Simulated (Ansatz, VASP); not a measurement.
Two plane-wave programs on Ru

INCAR

```
ALGO = Normal ; EDIFF = 1E-7
ENCUT = 520 ; GGA = PE
ISIF = 2 ; ISMEAR = 0
LASPH = True ; LCHARG = False
LREAL = False ; LWAVE = False
NBANDS = 21 ; NELM = 80
PREC = Accurate ; SIGMA = 0.2
```

Contents of KPOINTS:

```
k-points
0
Gamma
  13 13 7
```

File POSCAR:

```
Ru
1.0
    2.7235595794      0.0000000000      0.0000000000
   -1.3617797897      2.3586717845      0.0000000000
    0.0000000000      0.0000000000      4.2890849607
Ru
2
Direct
    0.3333333333      0.6666666667      0.2500000000
    0.6666666667      0.3333333333      0.7500000000
```

Input for Ansatz:

```yaml
crystal:
  lattice:
    - [2.7235595794, 0.0, 0.0]
    - [-1.3617797897, 2.3586717845, 0.0]
    - [0.0, 0.0, 4.2890849607]
  atoms:
    - { symbol: Ru, position: [0.3333333333, 0.6666666667, 0.25] }
    - { symbol: Ru, position: [0.6666666667, 0.3333333333, 0.75] }
hamiltonian:
  xc: pbe
  pseudopotentials:
    kind: paw
    azcp:
      Ru: "pseudopotentials/Ru.paw.azcp"
basis:
  ecutwfc: 420
  fft_grid_basis: typed
kpoints:
  mp_grid: { grid: [13, 13, 7], shift: [0, 0, 0] }
magnetization:
  spin_polarized: false
scf:
  occupations: { method: gaussian, width: 0.2 }
  lower_state_search: "off"
output:
  stress: true
  write_density: true
  write_potential: true
  elf: true
  volumetric_format: npy
```

Alike in both runs: task single point; functional PBE; k mesh 13 × 13 × 7; occupations gaussian, width 0.2 eV; no spin polarisation.

|  | VASP | Ansatz |
| --- | --- | --- |
| version | VASP 6.6.1 | Ansatz 0.2.0 |
| potentials or method | VASP PAW PBE potentials, release 64 (Ru_pv), cutoff 520 eV | plane waves (420 eV) with PAW, scalar-relativistic |
| valence electrons in the cell | 28 | 32 |

|  | VASP | Ansatz | Ansatz less VASP |
| --- | --- | --- | --- |
| pressure (GPa) | -0.1 | 0.0 | +0.10 |
| traceless stress, the component that is largest in VASP (GPa) | 0.26 | 0.25 | -0.015 |

The functional is the same, so the differences come from potentials, cutoffs and numerics. VASP's potentials hold 28 valence electrons a cell and Ansatz's 32, so a difference there can come from the potentials and not from the codes.
